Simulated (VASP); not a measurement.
A run of VASP 6.6.1 is set up as follows.

The input INCAR:

```
PREC = Accurate ; ENCUT = 600
EDIFF = 1E-7 ; ISMEAR = 0
SIGMA = 0.02 ; LREAL = F
LASPH = T ; NELM = 150
ALGO = Normal ; ISIF = 4
LWAVE = F ; LCHARG = F
ISPIN = 2 ; MAGMOM = 3.9 0.17
LORBIT = 11 ; LMAXMIX = 4
LDAU = T ; LDAUTYPE = 2
LDAUL = 2 -1 ; LDAUU = 5.3 0
LDAUJ = 0 0 ; LDAUPRINT = 1
GGA = PE ; IBRION = 2
NSW = 50 ; EDIFFG = -0.01
```

KPOINTS

```
Automatic mesh
0
Gamma
  12 12 12
```

Contents of POSCAR:

```
FeO
1.0
    1.5684169364      0.9055259405      2.4579744886
   -1.5684169364      0.9055259405      2.4579744886
    0.0000000000     -1.8110518808      2.4579744886
Fe O
1 1
Direct
    0.0000000000      0.0000000000      0.0000000000
    0.5000000000      0.5000000000      0.5000000000
```

Potentials or basis: VASP PAW PBE potentials, release 64 (Fe, O).

Launch:

```bash
$ cat potpaw_PBE.64/Fe/POTCAR potpaw_PBE.64/O/POTCAR > POTCAR
$ mpirun -np 1 vasp_std > vasp.out
```

(1) Estimate the site moments.

(2) Estimate the net moment.

## Answers

(1) Fe +3.85; O +0.17 μB.

(2) 4.00 μB per cell.

Caveat: a cell with one magnetic atom can't hold antiferromagnetic order, which such compounds often take.
